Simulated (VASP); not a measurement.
# Sr16C in VASP: single point with PBE

Aim: the single point of Sr16C with PBE.

Program: VASP 6.6.1. These are calculated values, not measurements. Logs are shortened: lines on timing, memory, paths and dates and some standing lists are left out, and cuts for length are marked.

## (1) The cell of the first run

The cell holds a slab with vacuum, 17 atoms: a = 8.598 Å, b = 8.598 Å, c = 20.120 Å, α = 90.00°, β = 90.00°, γ = 90.00°.

## (2) Single point, PBE

The input, INCAR:

```
  ALGO = Normal
  EDIFF = 1E-6
  ENCUT = 520
  GGA = PE
  ISIF = 2
  ISMEAR = -1
  LASPH = T
  LCHARG = F
  LREAL = Auto
  LWAVE = F
  NBANDS = 96
  NELM = 80
  PREC = Accurate
  SIGMA = 0.05
```

The input, KPOINTS:

```
k-points
0
Gamma
  1 1 1
```

The input, POSCAR:

```
Sr16C
1.0
    8.5984180000      0.0000000000      0.0000000000
    0.0000000000      8.5984180000      0.0000000000
    0.0000000000      0.0000000000     20.1200000000
Sr C
16 1
Direct
    0.2500000000      0.2500000000      0.0497018000
    0.7500000000      0.2500000000      0.0497018000
    0.2500000000      0.7500000000      0.0497018000
    0.7500000000      0.7500000000      0.0497018000
    0.0009378942     -0.0009187065      0.1829121692
    0.4992605632     -0.0008569444      0.1829930575
    0.0008586306      0.5007697777      0.1829667438
    0.4993600122      0.5006889717      0.1829941581
    0.2502678505      0.2498178024      0.3150812811
    0.7497651071      0.2502710083      0.3208268114
    0.2501826012      0.7499805724      0.3227305563
    0.7501434075      0.7496773811      0.3150204651
   -0.0310221968      0.0324551082      0.4584552773
    0.5316808584      0.0320534552      0.4587711786
   -0.0325336120      0.4672180024      0.4589050511
    0.5335131195      0.4672906563      0.4584227353
    0.7500834630      0.2491318616      0.4508799118
```

Potentials or basis: VASP PAW PBE potentials, release 64 (Sr_sv, C).

Command:

```console
cat potpaw_PBE.64/Sr_sv/POTCAR potpaw_PBE.64/C/POTCAR > POTCAR
mpirun -np 1 vasp_gam > vasp.out
```

OUTCAR:

```text
EDIFF = 1E-6
   ENCUT = 520
   GGA = PE
   ISIF = 2
   ISMEAR = -1
   LASPH = T
   LREAL = Auto
   NELM = 80
   PREC = Accurate

 ion  position               nearest neighbor table
   1  0.250  0.250  0.050-   5 4.05   7 4.05   8 4.05   6 4.05   2 4.30   3 4.30   3 4.30   2 4.30

   2  0.750  0.250  0.050-   8 4.06   7 4.06   6 4.06   5 4.06   1 4.30   4 4.30   4 4.30   1 4.30

   3  0.250  0.750  0.050-   5 4.04   7 4.05   6 4.05   8 4.05   1 4.30   4 4.30   1 4.30   4 4.30

   4  0.750  0.750  0.050-   5 4.05   6 4.05   8 4.05   7 4.05   2 4.30   3 4.30   2 4.30   3 4.30

   5  0.001  0.999  0.183-  12 4.04   9 4.04   3 4.04   1 4.05   4 4.05   2 4.06  10 4.13  11 4.13
                             7 4.28   6 4.28   6 4.31   7 4.31
   6  0.499  0.999  0.183-   9 4.04  12 4.04   3 4.05   4 4.05   1 4.05   2 4.06  10 4.12  11 4.13
                             5 4.28   8 4.29   8 4.31   5 4.31
   7  0.001  0.501  0.183-  12 4.04   9 4.04   3 4.05   1 4.05   4 4.05   2 4.06  10 4.12  11 4.13
                             5 4.28   8 4.29   8 4.31   5 4.31
   8  0.499  0.501  0.183-  12 4.04   9 4.04   3 4.05   4 4.05   1 4.05   2 4.06  10 4.12  11 4.13
                             6 4.29   7 4.29   7 4.31   6 4.31
   9  0.250  0.250  0.315-   6 4.04   8 4.04   5 4.04   7 4.04  13 4.20  14 4.21  16 4.21  15 4.22
                            10 4.30  11 4.30  11 4.30  10 4.31
  10  0.750  0.250  0.321-  17 2.62  16 3.82  15 3.83  13 3.84  14 3.84   8 4.12   6 4.12   7 4.12
                             5 4.13  12 4.30   9 4.30   9 4.31  12 4.31
  11  0.250  0.750  0.323-   6 4.13   8 4.13   5 4.13   7 4.13   9 4.30  12 4.30  12 4.30   9 4.30
                            13 4.38  14 4.39  16 4.39  15 4.40
  12  0.750  0.750  0.315-   7 4.04   8 4.04   6 4.04   5 4.04  16 4.21  15 4.22  13 4.22  14 4.22
                            10 4.30  11 4.30  11 4.30  10 4.31
  13  0.969  0.032  0.458-  17 2.65  15 3.74  14 3.76  10 3.84   9 4.20  12 4.22  11 4.38  14 4.84
                            15 4.86
  14  0.532  0.032  0.459-  17 2.65  16 3.74  13 3.76  10 3.84   9 4.21  12 4.22  11 4.39  13 4.84
                            16 4.86
  15  0.967  0.467  0.459-  17 2.65  16 3.73  13 3.74  10 3.83  12 4.22   9 4.22  11 4.40  13 4.86
                            16 4.87
  16  0.534  0.467  0.458-  17 2.65  15 3.73  14 3.74  10 3.82  12 4.21   9 4.21  11 4.39  14 4.86
                            15 4.87
  17  0.750  0.249  0.451-  10 2.62  16 2.65  14 2.65  15 2.65  13 2.65

  LATTYP: Found a simple tetragonal cell.
 ALAT       =     8.5984180000
 C/A-ratio  =     2.3399653285

  Lattice vectors:

 A1 = (   8.5984180000,   0.0000000000,   0.0000000000)
 A2 = (   0.0000000000,   8.5984180000,   0.0000000000)
 A3 = (   0.0000000000,   0.0000000000,  20.1200000000)

Analysis of symmetry for initial positions (statically):
[... 142 lines left out ...]
   NELECT =     164.0000    total number of electrons
   NUPDOWN=      -1.0000    fix difference up-down
   EMIN   =  10.00;   EMAX   =-10.00  energy-range for DOS
   EFERMI =   0.00;   METHOD = LEGACY
   ISMEAR =    -1;   SIGMA  =   0.05  broadening in eV -4-tet -1-fermi 0-gaus
   EFERMI_NEDOS =   21; number of points for ismear=-14 and -15
   IALGO  =     38    algorithm
   IMIX   =      4    mixing-type and parameters
     AMIX     =   0.40;   BMIX     =  1.00
     AMIX_MAG =   1.60;   BMIX_MAG =  1.00
  volume/ion in A,a.u.               =      87.50       590.49
  Fermi-wavevector in a.u.,A,eV,Ry     =   0.784997  1.483428  8.384177  0.616220
  Thomas-Fermi vector in A             =   1.889243
   LORBIT       =      0    0 simple, 1 ext, 2 COOP (PROOUT), +10 PAW based schemes
   GGA     = PE    functional components
   LHFCALC =     F    Hartree Fock is set to
   AEXX    =    0.0000 exact exchange contribution
   IVDW    =     0    specifies the selected vdW correction
   LEPSILON=     F    determine dielectric tensor
   LRPA    =     F    only Hartree local field effects (RPA)
 non-spin polarized calculation
  energy-cutoff  :      520.00
  volume of cell :     1487.53
 maximum number of plane-waves:     20002
 NGX is ok and might be reduce to    64
   NGX = 31   NGY = 31   NGZ = 75

 number of electron     163.9999996 magnetization

 Free energy of the ion-electron system (eV)
  ---------------------------------------------------
  ext. energy  EPLUGINS =         0.00000000
  ---------------------------------------------------
  free energy    TOTEN  =       -31.50558015 eV

  energy without entropy =      -31.24003417  energy(sigma->0) =      -31.37280716

 E-fermi :   0.1378     XC(G=0):  -4.9701

 val. band max:        0.1016796224   @ k =   0.0000   0.0000   0.0000
 cond. band min:       0.1444235967   @ k =   0.0000   0.0000   0.0000
 fundamental gap:      0.0427439743
 Fermi energy:         0.1378048378

 k-point     1 :       0.0000    0.0000    0.0000
  band No.  band energies     occupation
      1     -36.8286      2.00000
      2     -36.8252      2.00000
      3     -36.8232      2.00000
      4     -36.8200      2.00000
      5     -36.4531      2.00000
      6     -36.4420      2.00000
[... 86 lines left out ...]
     93       0.7632      0.00001
     94       0.7688      0.00001
 [bands above 94 left out]

------------------------ aborting loop because EDIFF is reached ----------------------------------------

  FORCE on cell =-STRESS in cart. coord.  units (eV):
  Direction    XX          YY          ZZ          XY          YZ          ZX
  --------------------------------------------------------------------------------------
  -------------------------------------------------------------------------------------
  Total       -4.4725161     -4.4621521      0.1972092     -0.0147478      0.0246330     -0.0222578
  in kB       -4.8172303     -4.8060675      0.2124089     -0.0158844      0.0265316     -0.0239732
  external PRESSURE =      -3.1369630 kB  Pullay stress =       0.0000000 kB

 VOLUME and BASIS-vectors are now :
 -----------------------------------------------------------------------------
  energy-cutoff  :      520.00
  volume of cell :     1487.53
      direct lattice vectors                 reciprocal lattice vectors
     8.598418000  0.000000000  0.000000000     0.116300464  0.000000000  0.000000000
     0.000000000  8.598418000  0.000000000     0.000000000  0.116300464  0.000000000
     0.000000000  0.000000000 20.120000000     0.000000000  0.000000000  0.049701789

 POSITION                                       TOTAL-FORCE (eV/Angst)
 -----------------------------------------------------------------------------------
      2.14960      2.14960      1.00000         0.000978      0.000363     -0.004647
      6.44881      2.14960      1.00000         0.000531     -0.000691      0.010692
      2.14960      6.44881      1.00000         0.001444     -0.001216     -0.042218
      6.44881      6.44881      1.00000         0.000125     -0.000224     -0.004646
      0.00806      8.59052      3.68019        -0.000460      0.000132      0.014894
      4.29285      8.59105      3.68182        -0.001176     -0.002950      0.007908
[... 9 lines left out ...]
      4.58737      4.01796      9.22347        -0.039521      0.020794      0.005352
      6.44953      2.14214      9.07170         0.007134      0.005270      0.053132
 -----------------------------------------------------------------------------------
    total drift:                                0.000115     -0.003683     -0.007029

  FREE ENERGIE OF THE ION-ELECTRON SYSTEM (eV)
  ---------------------------------------------------
  free  energy   TOTEN  =       -31.5055801503 eV

  energy  without entropy=      -31.2400341657  energy(sigma->0) =      -31.37280716
```

OSZICAR:

```text
N       E                     dE             d eps       ncg     rms          rms(c)
DAV:   1     0.145384619382E+04    0.14538E+04   -0.81135E+04   224   0.143E+03
DAV:   2     0.118651649524E+03   -0.13352E+04   -0.13206E+04   232   0.356E+02
DAV:   3    -0.297049802673E+02   -0.14836E+03   -0.14688E+03   272   0.830E+01
[... 20 lines left out ...]
DAV:  24    -0.315055431115E+02   -0.10546E-03   -0.51682E-05   152   0.147E-02    0.419E-02
DAV:  25    -0.315055714679E+02   -0.28356E-04   -0.24844E-05   144   0.116E-02    0.210E-02
DAV:  26    -0.315055773205E+02   -0.58526E-05   -0.12725E-05   176   0.483E-03    0.169E-02
DAV:  27    -0.315055796105E+02   -0.22900E-05   -0.24767E-06   144   0.284E-03    0.913E-03
DAV:  28    -0.315055801503E+02   -0.53979E-06   -0.11472E-06   144   0.164E-03
   1 F= -.31505580E+02 E0= -.31372807E+02  d E =-.265546E+00
```

stdout:

```text
POSCAR found type information on POSCAR SrC
 POSCAR found :  2 types and      17 ions
 scaLAPACK will be used
 LDA part: xc-table for (Slater+PW92), standard interpolation
 POSCAR, INCAR and KPOINTS ok, starting setup
 FFT: planning ... GRIDC
 FFT: planning ... GRID_SOFT
 FFT: planning ... GRID
 WAVECAR not read
 entering main loop
```

It took 3.9 min on 1 thread of Intel Xeon 6975P-C (Granite Rapids), shared host; peak memory 1.1 GiB.

What came out:

```
Free energy   : -31.5056 eV
Largest force : 0.054 eV/Å
```

Forces on the atoms (eV/Å):
```
Sr   0.001  0.000 -0.005
Sr   0.001 -0.001  0.011
Sr   0.001 -0.001 -0.042
Sr   0.000  0.000 -0.005
Sr   0.000  0.000  0.015
Sr  -0.001 -0.003  0.008
Sr   0.005  0.001  0.010
Sr  -0.007  0.005  0.008
Sr  -0.003  0.005  0.001
Sr   0.009 -0.017 -0.040
Sr   0.000 -0.005 -0.007
Sr   0.001  0.010  0.008
Sr  -0.009 -0.022 -0.002
Sr   0.010 -0.013 -0.007
Sr   0.026  0.015 -0.012
Sr  -0.040  0.021  0.005
C    0.007  0.005  0.053
```

Levels at points of the mesh, in eV from the Fermi level:
```csv
k point,band 80,band 81,band 82,band 83,band 84,band 85
"(0.00, 0.00, 0.00)",-0.31,-0.04,-0.04,0.01,0.10,0.17
```

Caveat: the k points lie up to 0.73 Å⁻¹ apart; there is no dipole correction, which matters where the two faces differ.
